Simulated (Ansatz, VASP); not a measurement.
## One calculation of CrO2, two programs

INCAR

```
PREC = Accurate ; ENCUT = 520
EDIFF = 1E-6 ; ISMEAR = -1
SIGMA = 0.05 ; LREAL = False
LASPH = True ; NELM = 150
ALGO = Normal ; ISIF = 2
LWAVE = False ; LCHARG = False
ISPIN = 2 ; MAGMOM = 3 3 0 0 0 0
LORBIT = 11 ; LMAXMIX = 4
GGA = PS ; NBANDS = 37
```

The input KPOINTS:

```
regular mesh
0
Gamma
  5 5 8
```

Contents of POSCAR:

```
CrO2
1.0
    4.4210000000     -0.0884200000      0.0000000000
   -0.0884200000      4.4210000000      0.0000000000
    0.0000000000      0.0000000000      2.9170000000
Cr O
2 4
Direct
    0.5000000000      0.5000000000      0.5000000000
    0.0000000000      0.0000000000      0.0000000000
    0.8010000000      0.1990000000      0.5000000000
    0.6990000000      0.6990000000      0.0000000000
    0.1990000000      0.8010000000      0.5000000000
    0.3010000000      0.3010000000      0.0000000000
```

Contents of input.yaml:

```yaml
crystal:
  lattice:
    - [4.421, -0.08842, 0.0]
    - [-0.08842, 4.421, 0.0]
    - [0.0, 0.0, 2.917]
  atoms:
    - { symbol: Cr, position: [0.5, 0.5, 0.5], spin: 3.0 }
    - { symbol: Cr, position: [0.0, 0.0, 0.0], spin: 3.0 }
    - { symbol: O, position: [0.801, 0.199, 0.5] }
    - { symbol: O, position: [0.699, 0.699, 0.0] }
    - { symbol: O, position: [0.199, 0.801, 0.5] }
    - { symbol: O, position: [0.301, 0.301, 0.0] }
hamiltonian:
  xc: pbesol
  pseudopotentials: { kind: paw }
magnetization:
  spin_polarized: true
kpoints:
  mp_grid: { grid: [5, 5, 8] }
  band_path:
    path:
      - [[0.0, 0.0, 0.0], [0.4807766244, 0.4807766244, 0.0], [0.0, 0.5, 0.0], [0.0, 0.5, 0.5], [0.4807766244, 0.4807766244, 0.5], [0.0, 0.0, 0.5], [0.0, 0.0, 0.0], [-0.5, 0.5, 0.0], [-0.4807766244, 0.5192233756, 0.0], [-0.4807766244, 0.5192233756, 0.5], [-0.5, 0.5, 0.5], [-0.5, 0.5, 0.0]]
      - [[0.0, 0.0, 0.5], [-0.5, 0.5, 0.5]]
    npoints: 14
scf:
  occupations: { method: fermi_dirac, width: 0.05 }
  n_extra_bands: 15
output:
  forces: true
  stress: true
  eigenvalues: true
  fatbands: true
```

Alike in both runs: functional PBEsol; k mesh 5 × 5 × 8; occupations fermi-dirac, width 0.05 eV; collinear spin.

|  | VASP | Ansatz |
| --- | --- | --- |
| version | VASP 6.6.1 | Ansatz 0.2.0 |
| potentials or method | VASP PAW PBE potentials, release 64 (Cr_pv, O) | Ansatz PAW |
| plane-wave cutoff (eV) | 520 | 420 |
| valence electrons in the cell | 48 | 52 |
| task | single point | band structure |

VASP gave:

```
gap on the k mesh at the Fermi level (eV)                     : none
pressure (GPa)                                                : -5.4
traceless stress, the component that is largest in VASP (GPa) : 9.06
rms of the force components (eV/Å)                            : 0.169
net moment per atom (μB)                                      : 0.67
size of the moment on the site where the two differ most (μB) : 2.04
```

**Question.** Which values does Ansatz return?

**Answer.** gap on the k mesh at the Fermi level (eV): none; pressure (GPa): -5.8; traceless stress, the component that is largest in VASP (GPa): 9.03; rms of the force components (eV/Å): 0.176; net moment per atom (μB): 0.67; size of the moment on the site where the two differ most (μB): 1.65.

VASP's potentials were made for PBE, not for PBEsol. Site moments also hang on the region over which each program counts them. Atom by atom the forces differ by 0.007 eV/Å (rms over components). A gap of «none» marks a metal or a gap that the smearing closes. VASP's potentials hold 48 valence electrons a cell and Ansatz's 52, so a difference there can come from the potentials and not from the codes.
